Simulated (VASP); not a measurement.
# GaP (F-43m) in VASP: notebook

GaP is run at these levels: LDA, PBE+D3(BJ), RPBE; tasks: single point, relaxation of cell and atoms.

Everything below comes from runs of VASP 6.6.1. Logs are shortened: lines on timing, memory, paths and dates and some standing lists are left out, and cuts for length are marked.

**Experimental background.**

From “Stacking defects in GaP nanowires: Electronic structure and optical properties”, 2018, arxiv:1810.01194, for a bulk crystal of GaP at 10 K: band gap 2.34 eV (indirect).

The runs below are set against these values where they give the same quantity.

### 1 The cell of the first run

It takes space group F-43m (No. 216, cubic). Conventional cell: a = 5.392 Å, b = 5.392 Å, c = 5.392 Å, α = 90.00°, β = 90.00°, γ = 90.00°. Ga (site symmetry -43m) has 4 P at 2.33 Å within 3.1 Å. Within 3.1 Å of P (site symmetry -43m) lie 4 Ga at 2.33 Å.

### 2 Single point, LDA

File INCAR:

```
PREC     = Accurate       # precision mode
ENCUT    = 520            # plane-wave cutoff, eV
EDIFF    = 1E-7           # SCF threshold, eV
ISMEAR   = 0              # smearing method
SIGMA    = 0.01           # smearing width, eV
LREAL    = False          # projectors in reciprocal space
LASPH    = True           # aspherical terms in the spheres
NELM     = 60             # most SCF steps
ALGO     = Normal         # electronic algorithm
ISIF     = 2              # what is computed and relaxed
LWAVE    = False          # write WAVECAR
LCHARG   = False          # write CHGCAR
GGA      = CA             # functional
NBANDS   = 16             # bands
```

File KPOINTS:

```
regular mesh
0
Gamma
  6 6 6
```

File POSCAR:

```
GaP
1.0
    0.0000000000      2.6958076170      2.6958076170
    2.6958076170      0.0000000000      2.6958076170
    2.6958076170      2.6958076170      0.0000000000
Ga P
1 1
Direct
    0.0000000000      0.0000000000      0.0000000000
    0.2500000000      0.2500000000      0.2500000000
```

Potentials or basis: VASP PAW LDA potentials, release 64 (Ga_d, P).

Run with:

```
$ cat potpaw_LDA.64/Ga_d/POTCAR potpaw_LDA.64/P/POTCAR > POTCAR
$ mpirun -np 1 vasp_std > vasp.out
```

OUTCAR:

```text
PREC = Accurate
   ENCUT = 520
   EDIFF = 1E-7
   ISMEAR = 0
   LREAL = False
   LASPH = True
   NELM = 60
   ISIF = 2
   GGA = CA

 ion  position               nearest neighbor table
   1  0.000  0.000  0.000-   2 2.33   2 2.33   2 2.33   2 2.33
   2  0.250  0.250  0.250-   1 2.33   1 2.33   1 2.33   1 2.33

  LATTYP: Found a face centered cubic cell.
 ALAT       =     5.3916152340

  Lattice vectors:

 A1 = (   0.0000000000,   2.6958076170,   2.6958076170)
 A2 = (   2.6958076170,   0.0000000000,   2.6958076170)
 A3 = (   2.6958076170,   2.6958076170,   0.0000000000)

Analysis of symmetry for initial positions (statically):
=====================================================================
 Subroutine PRICEL returns:
 Original cell was already a primitive cell.

 Routine SETGRP: Setting up the symmetry group for a
 face centered cubic supercell.

 Subroutine GETGRP returns: Found 24 space group operations
 (whereof 24 operations were pure point group operations)
 out of a pool of 48 trial point group operations.

The static configuration has the point symmetry T_d .

Analysis of symmetry for dynamics (positions and initial velocities):
=====================================================================
 Subroutine PRICEL returns:
 Original cell was already a primitive cell.

 Routine SETGRP: Setting up the symmetry group for a
 face centered cubic supercell.

 Subroutine GETGRP returns: Found 24 space group operations
 (whereof 24 operations were pure point group operations)
 out of a pool of 48 trial point group operations.

The dynamic configuration has the point symmetry T_d .

 Subroutine INISYM returns: Found 24 space group operations
 (whereof 24 operations are pure point group operations),
 and found     1 'primitive' translations

----------------------------------------------------------------------------------------

                                     Primitive cell

  volume of cell :      39.1829

  direct lattice vectors                    reciprocal lattice vectors
     0.000000000  2.695807617  2.695807617    -0.185473176  0.185473176  0.185473176
     2.695807617  0.000000000  2.695807617     0.185473176 -0.185473176  0.185473176
     2.695807617  2.695807617  0.000000000     0.185473176  0.185473176 -0.185473176

  length of vectors
     3.812447694  3.812447694  3.812447694     0.321248964  0.321248964  0.321248964

  position of ions in fractional coordinates (direct lattice)
     0.000000000  0.000000000  0.000000000
     0.250000000  0.250000000  0.250000000

  ion indices of the primitive-cell ions
   primitive index   ion index
                 1           1
                 2           2

----------------------------------------------------------------------------------------

 KPOINTS: regular mesh

Automatic generation of k-mesh.
 Grid dimensions read from file:
 generate k-points for:    6    6    6

 Generating k-lattice:

  Cartesian coordinates                     Fractional coordinates (reciprocal lattice)
    -0.030912196  0.030912196  0.030912196     0.166666667  0.000000000  0.000000000
     0.030912196 -0.030912196  0.030912196     0.000000000  0.166666667  0.000000000
     0.030912196  0.030912196 -0.030912196     0.000000000  0.000000000  0.166666667

  Length of vectors
     0.053541494  0.053541494  0.053541494

  Shift w.r.t. Gamma in fractional coordinates (k-lattice)
     0.000000000  0.000000000  0.000000000

 Subroutine IBZKPT returns following result:
 ===========================================

 Found     16 irreducible k-points:

 Following reciprocal coordinates:
            Coordinates               Weight
  0.000000  0.000000  0.000000      1.000000
  0.166667  0.000000  0.000000      8.000000
  0.333333  0.000000  0.000000      8.000000
  0.500000  0.000000  0.000000      4.000000
  0.166667  0.166667  0.000000      6.000000
  0.333333  0.166667  0.000000     24.000000
[... 8 lines left out ...]
 -0.333333  0.333333  0.166667     24.000000
 -0.333333  0.500000  0.166667     12.000000
   k-points           NKPTS =     16   k-points in BZ     NKDIM =     16   number of bands    NBANDS=     16
   number of dos      NEDOS =    301   number of ions     NIONS =      2
   total plane-waves  NPLWV =  21952
   dimension x,y,z NGX =    28 NGY =   28 NGZ =   28
   dimension x,y,z NGXF=    56 NGYF=   56 NGZF=   56
   ions per type =               1   1
   NGX,Y,Z   is equivalent  to a cutoff of  12.21, 12.21, 12.21 a.u.
   NGXF,Y,Z  is equivalent  to a cutoff of  24.42, 24.42, 24.42 a.u.
 SYSTEM =  unknown system
   PREC   = accura    normal or accurate (medium, high low for compatibility)
   ISTART =      0    job   : 0-new  1-cont  2-samecut
   ICHARG =      2    charge: 1-file 2-atom 10-const
   ISPIN  =      1    spin polarized calculation?
   LNONCOLLINEAR =      F non collinear calculations
   LSORBIT =      F    spin-orbit coupling
   LASPH  =      T    aspherical Exc in radial PAW
   ENCUT  =  520.0 eV  38.22 Ry    6.18 a.u.   7.09  7.09  7.09*2*pi/ulx,y,z
   NELM   =     60;   NELMIN=  2; NELMDL= -5     # of ELM steps
   EDIFF  = 0.1E-06   stopping-criterion for ELM
   LREAL  =      F    real-space projection
   EDIFFG = 0.1E-05   stopping-criterion for IOM
   NSW    =      0    number of steps for IOM
   IBRION =     -1    ionic relax: 0-MD 1-quasi-New 2-CG
   NFREE  =      0    steps in history (QN), initial steepest desc. (CG)
   ISIF   =      2    stress and relaxation
   ISYM   =      2    0-nonsym 1-usesym 2-fastsym
   POTIM  = 0.5000    time-step for ionic-motion
   TEBEG  =    0.0;   TEEND  =   0.0 temperature during run
   PSTRESS=    0.0 pullay stress
   NELECT =      18.0000    total number of electrons
   NUPDOWN=      -1.0000    fix difference up-down
   EMIN   =  10.00;   EMAX   =-10.00  energy-range for DOS
   EFERMI =   0.00;   METHOD = LEGACY
   ISMEAR =     0;   SIGMA  =   0.01  broadening in eV -4-tet -1-fermi 0-gaus
   EFERMI_NEDOS =   21; number of points for ismear=-14 and -15
   IALGO  =     38    algorithm
   IMIX   =      4    mixing-type and parameters
     AMIX     =   0.40;   BMIX     =  1.00
     AMIX_MAG =   1.60;   BMIX_MAG =  1.00
  volume/ion in A,a.u.               =      19.59       132.21
  Fermi-wavevector in a.u.,A,eV,Ry     =   1.263184  2.387072 21.709932  1.595635
  Thomas-Fermi vector in A             =   2.396554
   LORBIT       =      0    0 simple, 1 ext, 2 COOP (PROOUT), +10 PAW based schemes
   GGA     = CA    functional components
   LHFCALC =     F    Hartree Fock is set to
   AEXX    =    0.0000 exact exchange contribution
   IVDW    =     0    specifies the selected vdW correction
   LEPSILON=     F    determine dielectric tensor
   LRPA    =     F    only Hartree local field effects (RPA)
 non-spin polarized calculation
 Gauss-broadening in eV      SIGMA  =   0.01
  energy-cutoff  :      520.00
  volume of cell :       39.18
 maximum number of plane-waves:      1067
   NGX = 15   NGY = 15   NGZ = 15

 number of electron      17.9999998 magnetization

 Free energy of the ion-electron system (eV)
  ---------------------------------------------------
  ext. energy  EPLUGINS =         0.00000000
  ---------------------------------------------------
  free energy    TOTEN  =       -10.43521376 eV

  energy without entropy =      -10.43521376  energy(sigma->0) =      -10.43521376

 E-fermi :   4.9729     XC(G=0): -10.3082

 val. band max:        4.8538803442   @ k =   0.0000   0.0000   0.0000
 cond. band min:       6.2779759890   @ k =   0.5000   0.5000   0.0000
 fundamental gap:      1.4240956448
 Fermi energy:         4.9728621404

 k-point     1 :       0.0000    0.0000    0.0000
  band No.  band energies     occupation
      1      -9.9195      2.00000
      2      -9.9195      2.00000
      3      -9.9195      2.00000
      4      -9.8114      2.00000
      5      -9.8114      2.00000
      6      -7.9071      2.00000
[... 8 lines left out ...]
     15      14.6938      0.00000
     16      14.6938      0.00000

 k-point     2 :       0.1667    0.0000    0.0000
  band No.  band energies     occupation
      1      -9.9436      2.00000
      2      -9.9109      2.00000
      3      -9.9109      2.00000
      4      -9.8113      2.00000
      5      -9.8113      2.00000
      6      -7.5355      2.00000
[... 8 lines left out ...]
     15      13.8006      0.00000
     16      14.7756      0.00000

 k-point     3 :       0.3333    0.0000    0.0000
  band No.  band energies     occupation
      1      -9.9861      2.00000
      2      -9.8972      2.00000
      3      -9.8972      2.00000
      4      -9.8075      2.00000
      5      -9.8075      2.00000
      6      -6.5386      2.00000
[... 8 lines left out ...]
     15      14.5026      0.00000
     16      14.5026      0.00000

 k-point     4 :       0.5000    0.0000    0.0000
  band No.  band energies     occupation
      1     -10.0053      2.00000
      2      -9.8925      2.00000
      3      -9.8925      2.00000
      4      -9.8033      2.00000
      5      -9.8033      2.00000
      6      -5.7133      2.00000
[... 8 lines left out ...]
     15      16.6211      0.00000
     16      16.6211      0.00000
[... 172 lines left out ...]
 k-point    14 :       0.5000    0.3333    0.1667
  band No.  band energies     occupation
      1     -10.0099      2.00000
      2      -9.8823      2.00000
      3      -9.8697      2.00000
      4      -9.8276      2.00000
      5      -9.7995      2.00000
      6      -5.7176      2.00000
[... 8 lines left out ...]
     15      16.7326      0.00000
     16      18.2428      0.00000

 k-point    15 :      -0.3333    0.3333    0.1667
  band No.  band energies     occupation
      1     -10.0158      2.00000
      2      -9.8825      2.00000
      3      -9.8624      2.00000
      4      -9.8238      2.00000
      5      -9.8031      2.00000
      6      -5.0030      2.00000
[... 8 lines left out ...]
     15      17.4117      0.00000
     16      17.7207      0.00000

 k-point    16 :      -0.3333    0.5000    0.1667
  band No.  band energies     occupation
      1     -10.0275      2.00000
      2      -9.8698      2.00000
      3      -9.8541      2.00000
      4      -9.8345      2.00000
      5      -9.7970      2.00000
      6      -4.6683      2.00000
[... 8 lines left out ...]
     15      16.8599      0.00000
     16      18.6145      0.00000

------------------------ aborting loop because EDIFF is reached ----------------------------------------

  FORCE on cell =-STRESS in cart. coord.  units (eV):
  Direction    XX          YY          ZZ          XY          YZ          ZX
  --------------------------------------------------------------------------------------
  -------------------------------------------------------------------------------------
  Total        0.0328538      0.0328538      0.0328538      0.0000000      0.0000000      0.0000000
  in kB        1.3433833      1.3433833      1.3433833      0.0000000      0.0000000      0.0000000
  external PRESSURE =       1.3433833 kB  Pullay stress =       0.0000000 kB

 VOLUME and BASIS-vectors are now :
 -----------------------------------------------------------------------------
  energy-cutoff  :      520.00
  volume of cell :       39.18
      direct lattice vectors                 reciprocal lattice vectors
     0.000000000  2.695807617  2.695807617    -0.185473176  0.185473176  0.185473176
     2.695807617  0.000000000  2.695807617     0.185473176 -0.185473176  0.185473176
     2.695807617  2.695807617  0.000000000     0.185473176  0.185473176 -0.185473176

 POSITION                                       TOTAL-FORCE (eV/Angst)
 -----------------------------------------------------------------------------------
      0.00000      0.00000      0.00000        -0.000000     -0.000000     -0.000000
      1.34790      1.34790      1.34790         0.000000      0.000000      0.000000
 -----------------------------------------------------------------------------------
    total drift:                                0.000000      0.000000      0.000000

  FREE ENERGIE OF THE ION-ELECTRON SYSTEM (eV)
  ---------------------------------------------------
  free  energy   TOTEN  =       -10.4352137577 eV

  energy  without entropy=      -10.4352137577  energy(sigma->0) =      -10.43521376
```

Wall time 7.9 s (1 thread of AMD EPYC 7R13 (Zen 3), shared host); peak memory 0.11 GiB.

What came out:

```
Free energy            : -10.4352 eV
Pressure               : 0.1 GPa
Band gap on the k mesh : 1.42 eV, indirect (least direct gap 1.91 eV)
```

### 3 Single point, PBE+D3(BJ)

This run uses another cell than the first one, of 20.19 Å³/atom, 1.031 times its volume.

File INCAR:

```
PREC = Accurate
ENCUT = 520
EDIFF = 1E-6
ISMEAR = 0
SIGMA = 0.01
LREAL = F
LASPH = T
NELM = 60
ALGO = Normal
ISIF = 2
LWAVE = F
LCHARG = T
GGA = PE
IVDW = 12
LELF = T
LVHAR = T
NBANDS = 16
```

File KPOINTS:

```
Automatic mesh
0
Gamma
  6 6 6
```

File POSCAR:

```
GaP
1.0
    0.0000000000      2.7231769031      2.7231769031
    2.7231769031      0.0000000000      2.7231769031
    2.7231769031      2.7231769031      0.0000000000
Ga P
1 1
Direct
    0.0000000000      0.0000000000      0.0000000000
    0.2500000000      0.2500000000      0.2500000000
```

Potentials or basis: VASP PAW PBE potentials, release 64 (Ga_d, P).

Run with:

```
$ cat potpaw_PBE.64/Ga_d/POTCAR potpaw_PBE.64/P/POTCAR > POTCAR
$ mpirun -np 1 vasp_std > vasp.out
```

OUTCAR:

```text
PREC = Accurate
   ENCUT = 520
   EDIFF = 1E-6
   ISMEAR = 0
   LREAL = F
   LASPH = T
   NELM = 60
   ISIF = 2
   GGA = PE
   IVDW = 12
 IVDW          = 12

 ion  position               nearest neighbor table
   1  0.000  0.000  0.000-   2 2.36   2 2.36   2 2.36   2 2.36
   2  0.250  0.250  0.250-   1 2.36   1 2.36   1 2.36   1 2.36

  LATTYP: Found a face centered cubic cell.
 ALAT       =     5.4463538062

  Lattice vectors:

 A1 = (   0.0000000000,   2.7231769031,   2.7231769031)
[... 479 lines left out ...]

------------------------ aborting loop because EDIFF is reached ----------------------------------------

 Edisp (eV)   -0.63456

 E8    (eV) :    -0.2691

  FORCE on cell =-STRESS in cart. coord.  units (eV):
  Direction    XX          YY          ZZ          XY          YZ          ZX
  --------------------------------------------------------------------------------------
  -------------------------------------------------------------------------------------
  Total      -0.02049    -0.02049    -0.02049     0.00000    -0.00000     0.00000
  in kB      -0.81297    -0.81297    -0.81297     0.00000    -0.00000     0.00000
  external pressure =       -0.81 kB  Pullay stress =        0.00 kB

 VOLUME and BASIS-vectors are now :
 -----------------------------------------------------------------------------
  energy-cutoff  :      520.00
  volume of cell :       40.39
      direct lattice vectors                 reciprocal lattice vectors
     0.000000000  2.723176903  2.723176903    -0.183609078  0.183609078  0.183609078
     2.723176903  0.000000000  2.723176903     0.183609078 -0.183609078  0.183609078
     2.723176903  2.723176903  0.000000000     0.183609078  0.183609078 -0.183609078

 POSITION                                       TOTAL-FORCE (eV/Angst)
 -----------------------------------------------------------------------------------
      0.00000      0.00000      0.00000        -0.000000     -0.000000      0.000000
      1.36159      1.36159      1.36159         0.000000      0.000000     -0.000000
 -----------------------------------------------------------------------------------
    total drift:                                0.000002      0.000002      0.000002

  FREE ENERGIE OF THE ION-ELECTRON SYSTEM (eV)
  ---------------------------------------------------
  free  energy   TOTEN  =        -9.7354281608 eV

  energy  without entropy=       -9.7354281608  energy(sigma->0) =       -9.73542816
```

Run time: 9.8 s. Hardware: 1 thread of AMD EPYC 7R13 (Zen 3), shared host; peak memory 0.15 GiB.

What came out:

- Free energy: -9.7354 eV
- Pressure: -0.1 GPa
- Band gap on the k mesh: 1.65 eV, indirect (least direct gap 1.84 eV)
- Dispersion energy per atom: -0.317 eV

### 4 Single point, RPBE

This run uses another cell than the first one, of 21.43 Å³/atom, 1.094 times its volume.

File INCAR:

```
SYSTEM = GaP
  ALGO = Normal
  EDIFF = 1E-6
  ENCUT = 520
  GGA = RP
  ISIF = 2
  ISMEAR = 0
  LASPH = .TRUE.
  LCHARG = .FALSE.
  LREAL = .FALSE.
  LWAVE = .FALSE.
  NBANDS = 16
  NELM = 60
  PREC = Accurate
  SIGMA = 0.01
```

File KPOINTS:

```
k-points
0
G
  6 6 6
  0 0 0
```

File POSCAR:

```
GaP
1.0
    0.0000000000      2.7776892810      2.7776892810
    2.7776892810      0.0000000000      2.7776892810
    2.7776892810      2.7776892810      0.0000000000
Ga P
1 1
Direct
    0.0000000000      0.0000000000      0.0000000000
    0.2500000000      0.2500000000      0.2500000000
```

Run with:

```
$ cat potpaw_PBE.64/Ga_d/POTCAR potpaw_PBE.64/P/POTCAR > POTCAR
$ mpirun -np 1 vasp_std > vasp.out
```

Wall time 10 s (1 thread of AMD EPYC 7R13 (Zen 3), shared host); peak memory 0.14 GiB.

Results (log left out):

* Free energy: -8.4482 eV
* Pressure: -0.1 GPa
* Band gap on the k mesh: 1.49 eV, direct

Levels at points of the mesh, in eV from the valence-band top:
```tsv
k point	band 5	band 6	band 7	band 8	band 9	band 10	band 11	band 12	band 13	band 14
(0.00, 0.00, 0.00)	-14.38	-12.05	0.00	0.00	0.00	1.49	3.93	3.93	3.93	8.81
(0.50, 0.00, 0.00)	-14.38	-10.17	-6.27	-1.03	-1.03	1.60	4.76	4.76	8.34	10.67
(0.50, 0.50, 0.00)	-14.36	-9.35	-6.45	-2.48	-2.48	1.88	1.95	10.22	10.22	10.84
```

Caveat: the PAW data sets were made with another functional, which shifts forces and pressure a little.

(Continued in part 2 of 2.)
